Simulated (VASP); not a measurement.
# BAs (Pmma) in VASP: single point with PBE

Aim: the single point of BAs with PBE.

Everything below comes from runs of VASP 6.6.1. Logs are shortened: lines on timing, memory, paths and dates and some standing lists are left out, and cuts for length are marked.

### 1 The cell of the first run

The structure is orthorhombic, space group Pmma (No. 51). The conventional cell has a = 3.202 Å, b = 5.242 Å, c = 7.408 Å, α = 90.00°, β = 90.00°, γ = 90.00°. Within 2.4 Å of B (site symmetry mm2) lie 2 B at 1.81 Å and 3 As at 2.05 to 2.12 Å. Within 2.7 Å of As (site symmetry mm2) lie 3 B at 2.05 to 2.12 Å.

The cell was generated, and may not be a known phase.

### 2 Single point, PBE

File INCAR:

```
SYSTEM = BAs
PREC     = Accurate       ! precision mode
ENCUT    = 560            ! plane-wave cutoff, eV
EDIFF    = 1E-6           ! SCF threshold, eV
ISMEAR   = 0              ! smearing method
SIGMA    = 0.02           ! smearing width, eV
LREAL    = .FALSE.        ! projectors in reciprocal space
LASPH    = .TRUE.         ! aspherical terms in the spheres
NELM     = 120            ! most SCF steps
ALGO     = Normal         ! electronic algorithm
ISIF     = 2              ! what is computed and relaxed
LWAVE    = .FALSE.        ! write WAVECAR
LCHARG   = .FALSE.        ! write CHGCAR
GGA      = PE             ! functional
NBANDS   = 26             ! bands
GGA_COMPAT= .FALSE.
```

File KPOINTS:

```
regular mesh
0
G
  12 8 6
  0 0 0
```

File POSCAR:

```
BAs
1.0
    3.2022140885      0.0000000000      0.0000000000
    0.0000000000      5.2422510907      0.0000000000
    0.0000000000      0.0000000000      7.4081895762
B As
2 2
Direct
    0.2500000000      0.5000000000      0.5569324719
    0.7500000000      0.5000000000      0.4430675281
    0.2500000000      0.5000000000      0.2712003127
    0.7500000000      0.5000000000      0.7287996873
```

Potentials or basis: VASP PAW PBE potentials, release 64 (B, As_d).

The run is started by

```bash
cat potpaw_PBE.64/B/POTCAR potpaw_PBE.64/As_d/POTCAR > POTCAR
mpirun -np 1 vasp_std > vasp.out
```

OUTCAR:

```text
SYSTEM = BAs
   PREC = Accurate
   ENCUT = 560
   EDIFF = 1E-6
   ISMEAR = 0
   LREAL = .FALSE.
   LASPH = .TRUE.
   NELM = 120
   ISIF = 2
   GGA = PE

 ion  position               nearest neighbor table
   1  0.250  0.500  0.557-   2 1.81   2 1.81   4 2.05   4 2.05   3 2.12
   2  0.750  0.500  0.443-   1 1.81   1 1.81   3 2.05   3 2.05   4 2.12
   3  0.250  0.500  0.271-   2 2.05   2 2.05   1 2.12
   4  0.750  0.500  0.729-   1 2.05   1 2.05   2 2.12

  LATTYP: Found a simple orthorhombic cell.
 ALAT       =     3.2022140885
 B/A-ratio  =     1.6370707722
 C/A-ratio  =     2.3134585544

  Lattice vectors:

 A1 = (   3.2022140885,   0.0000000000,   0.0000000000)
 A2 = (   0.0000000000,   5.2422510907,   0.0000000000)
 A3 = (   0.0000000000,   0.0000000000,   7.4081895762)

Analysis of symmetry for initial positions (statically):
=====================================================================
 Subroutine PRICEL returns:
 Original cell was already a primitive cell.

 Routine SETGRP: Setting up the symmetry group for a
 simple orthorhombic supercell.

 Subroutine GETGRP returns: Found  8 space group operations
 (whereof  4 operations were pure point group operations)
 out of a pool of  8 trial point group operations.

The static configuration has the point symmetry C_2h.
 The point group associated with its full space group is D_2h.

Analysis of symmetry for dynamics (positions and initial velocities):
=====================================================================
 Subroutine PRICEL returns:
 Original cell was already a primitive cell.

 Routine SETGRP: Setting up the symmetry group for a
 simple orthorhombic supercell.

 Subroutine GETGRP returns: Found  8 space group operations
 (whereof  4 operations were pure point group operations)
 out of a pool of  8 trial point group operations.

The dynamic configuration has the point symmetry C_2h.
 The point group associated with its full space group is D_2h.

 Subroutine INISYM returns: Found  8 space group operations
 (whereof  4 operations are pure point group operations),
 and found     1 'primitive' translations

----------------------------------------------------------------------------------------

                                     Primitive cell

  volume of cell :     124.3599

  direct lattice vectors                    reciprocal lattice vectors
     3.202214088  0.000000000  0.000000000     0.312283930  0.000000000  0.000000000
     0.000000000  5.242251091  0.000000000     0.000000000  0.190757746  0.000000000
[... 92 lines left out ...]
   NSW    =      0    number of steps for IOM
   IBRION =     -1    ionic relax: 0-MD 1-quasi-New 2-CG
   NFREE  =      0    steps in history (QN), initial steepest desc. (CG)
   ISIF   =      2    stress and relaxation
   ISYM   =      2    0-nonsym 1-usesym 2-fastsym
   POTIM  = 0.5000    time-step for ionic-motion
   TEBEG  =    0.0;   TEEND  =   0.0 temperature during run
   PSTRESS=    0.0 pullay stress
   NELECT =      36.0000    total number of electrons
   NUPDOWN=      -1.0000    fix difference up-down
   EMIN   =  10.00;   EMAX   =-10.00  energy-range for DOS
   EFERMI =   0.00;   METHOD = LEGACY
   ISMEAR =     0;   SIGMA  =   0.02  broadening in eV -4-tet -1-fermi 0-gaus
   EFERMI_NEDOS =   21; number of points for ismear=-14 and -15
   IALGO  =     38    algorithm
   IMIX   =      4    mixing-type and parameters
     AMIX     =   0.40;   BMIX     =  1.00
     AMIX_MAG =   1.60;   BMIX_MAG =  1.00
  volume/ion in A,a.u.               =      31.09       209.81
  Fermi-wavevector in a.u.,A,eV,Ry     =   1.082968  2.046513 15.957177  1.172819
  Thomas-Fermi vector in A             =   2.219022
   LORBIT       =      0    0 simple, 1 ext, 2 COOP (PROOUT), +10 PAW based schemes
   GGA     = PE    functional components
   LHFCALC =     F    Hartree Fock is set to
   AEXX    =    0.0000 exact exchange contribution
   IVDW    =     0    specifies the selected vdW correction
   LEPSILON=     F    determine dielectric tensor
   LRPA    =     F    only Hartree local field effects (RPA)
 non-spin polarized calculation
 Gauss-broadening in eV      SIGMA  =   0.02
  energy-cutoff  :      560.00
  volume of cell :      124.36
 maximum number of plane-waves:      3770
 NGX is ok and might be reduce to    28
   NGX = 13   NGY = 21   NGZ = 29

 number of electron      36.0000010 magnetization

 Free energy of the ion-electron system (eV)
  ---------------------------------------------------
  ext. energy  EPLUGINS =         0.00000000
  ---------------------------------------------------
  free energy    TOTEN  =       -19.93550603 eV

  energy without entropy =      -19.93550603  energy(sigma->0) =      -19.93550603

 E-fermi :   0.3549     XC(G=0):  -6.6947

 val. band max:        0.1456044674   @ k =   0.0000   0.5000   0.0000
 cond. band min:       0.5009668072   @ k =   0.4167   0.5000   0.5000
 fundamental gap:      0.3553623398
 Fermi energy:         0.3549232262

 k-point     1 :       0.0000    0.0000    0.0000
  band No.  band energies     occupation
      1     -36.0505      2.00000
      2     -36.0471      2.00000
      3     -36.0471      2.00000
      4     -36.0435      2.00000
      5     -35.9757      2.00000
      6     -35.9745      2.00000
[... 685 lines left out ...]
     25       6.4406      0.00000
     26       6.5200      0.00000

 [... further k-points ...]

------------------------ aborting loop because EDIFF is reached ----------------------------------------

  FORCE on cell =-STRESS in cart. coord.  units (eV):
  Direction    XX          YY          ZZ          XY          YZ          ZX
  --------------------------------------------------------------------------------------
  -------------------------------------------------------------------------------------
  Total       -0.0740542      0.0005164     -0.0350109      0.0000000      0.0000000      0.0000000
  in kB       -0.9540697      0.0066526     -0.4510593      0.0000000      0.0000000      0.0000000
  external PRESSURE =      -0.4661588 kB  Pullay stress =       0.0000000 kB

 VOLUME and BASIS-vectors are now :
 -----------------------------------------------------------------------------
  energy-cutoff  :      560.00
  volume of cell :      124.36
      direct lattice vectors                 reciprocal lattice vectors
     3.202214088  0.000000000  0.000000000     0.312283930  0.000000000  0.000000000
     0.000000000  5.242251091  0.000000000     0.000000000  0.190757746  0.000000000
     0.000000000  0.000000000  7.408189576     0.000000000  0.000000000  0.134985746

 POSITION                                       TOTAL-FORCE (eV/Angst)
 -----------------------------------------------------------------------------------
      0.80055      2.62113      4.12586         0.000000      0.000000      0.004691
      2.40166      2.62113      3.28233        -0.000000      0.000000     -0.004691
      0.80055      2.62113      2.00910        -0.000000     -0.000000      0.012045
      2.40166      2.62113      5.39909        -0.000000      0.000000     -0.012045
 -----------------------------------------------------------------------------------
    total drift:                                0.000000     -0.000000     -0.000000

  FREE ENERGIE OF THE ION-ELECTRON SYSTEM (eV)
  ---------------------------------------------------
  free  energy   TOTEN  =       -19.9355060252 eV

  energy  without entropy=      -19.9355060252  energy(sigma->0) =      -19.93550603
```

OSZICAR:

```text
N       E                     dE             d eps       ncg     rms          rms(c)
DAV:   1     0.336612548170E+03    0.33661E+03   -0.17897E+04  9140   0.517E+03
DAV:   2     0.360695972581E+02   -0.30054E+03   -0.28724E+03  7432   0.103E+03
DAV:   3    -0.177429218733E+02   -0.53813E+02   -0.52973E+02  9946   0.174E+02
DAV:   4    -0.212406120186E+02   -0.34977E+01   -0.34846E+01  8838   0.553E+01
DAV:   5    -0.213901966862E+02   -0.14958E+00   -0.14950E+00 10066   0.121E+01    0.758E+00
DAV:   6    -0.200331057485E+02    0.13571E+01   -0.40386E+00 10130   0.102E+01    0.373E+00
DAV:   7    -0.199669565368E+02    0.66149E-01   -0.56442E-01  8858   0.485E+00    0.201E+00
DAV:   8    -0.199345867487E+02    0.32370E-01   -0.11308E-01  9570   0.220E+00    0.254E-01
DAV:   9    -0.199336516196E+02    0.93513E-03   -0.14642E-02  9492   0.122E+00    0.127E-01
DAV:  10    -0.199352278468E+02   -0.15762E-02   -0.18562E-03  7696   0.501E-01    0.339E-02
DAV:  11    -0.199354313084E+02   -0.20346E-03   -0.24272E-04  8260   0.157E-01    0.165E-02
DAV:  12    -0.199354979193E+02   -0.66611E-04   -0.11153E-04  7602   0.106E-01    0.613E-03
DAV:  13    -0.199355038543E+02   -0.59349E-05   -0.74948E-06  8448   0.354E-02    0.279E-03
DAV:  14    -0.199355059446E+02   -0.20903E-05   -0.22847E-06  5938   0.156E-02    0.932E-04
DAV:  15    -0.199355060252E+02   -0.80632E-07   -0.24765E-07  6294   0.744E-03
   1 F= -.19935506E+02 E0= -.19935506E+02  d E =-.272704E-27
```

Wall time 7 min (1 thread of Intel Xeon Platinum 8488C (Sapphire Rapids), shared host); peak memory 0.53 GiB.

What came out:

| Item | Value |
| --- | --- |
| Free energy | -19.9355 eV |
| Pressure | 0.0 GPa |
| Largest force | 0.012 eV/Å |
| Band gap on the k mesh | 0.36 eV (least direct gap 0.49 eV) |

Forces in eV/Å, atoms in the order of the input:
```
B    0.000  0.000  0.005
B    0.000  0.000 -0.005
As   0.000  0.000  0.012
As   0.000  0.000 -0.012
```

Caveat: semilocal functionals underestimate gaps, and a narrow one can read as zero; this functional lacks dispersion, which binds layers or chains, so the pressure and a relaxed spacing across them are unreliable.
